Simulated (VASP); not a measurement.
Runs of VASP 6.6.1 on WS2. Symmetry: P6_3/mmc, No. 194, hexagonal system. Conventional cell: a = 3.170 Å, b = 3.170 Å, c = 12.491 Å, α = 90.00°, β = 90.00°, γ = 120.00°. Within 3.2 Å of W (site symmetry -6m2) lie 6 S at 2.41 Å and 6 W at 3.17 Å. S (site symmetry 3m) has 3 W at 2.41 Å and 7 S at 3.13 to 3.17 Å within 3.2 Å. 

| level | potentials or basis | k mesh | gap on the mesh (eV) | pressure (GPa) | largest force (eV/Å) |
| --- | --- | --- | --- | --- | --- |
| PBE | VASP PAW PBE potentials, release 64 (W_sv, S) | 6 × 6 × 2 | 1.06 | 3.2 | 0.20 |
| PBE | VASP PAW PBE potentials, release 64 (W_sv, S) | 9 × 9 × 2 | 1.16 | (a) | 0.20 |
| r2SCAN | VASP PAW PBE potentials, release 64 (W_sv, S) | 9 × 9 × 2 | 1.27 | 1.4 | 0.03 |
| LDA | VASP PAW LDA potentials, release 64 (W_sv, S) | 6 × 6 × 2 | 0.98 | -4.4 | (b) |

Alike in all rows: task single point; no spin polarisation; cell as given; cutoff (eV) 520; smearing gaussian 0.01 eV.

**Question.** Estimate the missing entries.

**Answer.** (a) 3.3; (b) 0.24.

Caveats: spin-orbit coupling is left out, which moves the levels of the heavy elements; this functional lacks dispersion, which binds the layers, so the pressure and a relaxed spacing across them are unreliable (some runs); the PAW data sets were made with another functional, which shifts forces and pressure a little (some runs).

A k mesh can miss the band edges, and the runs leave out spin-orbit coupling on W.
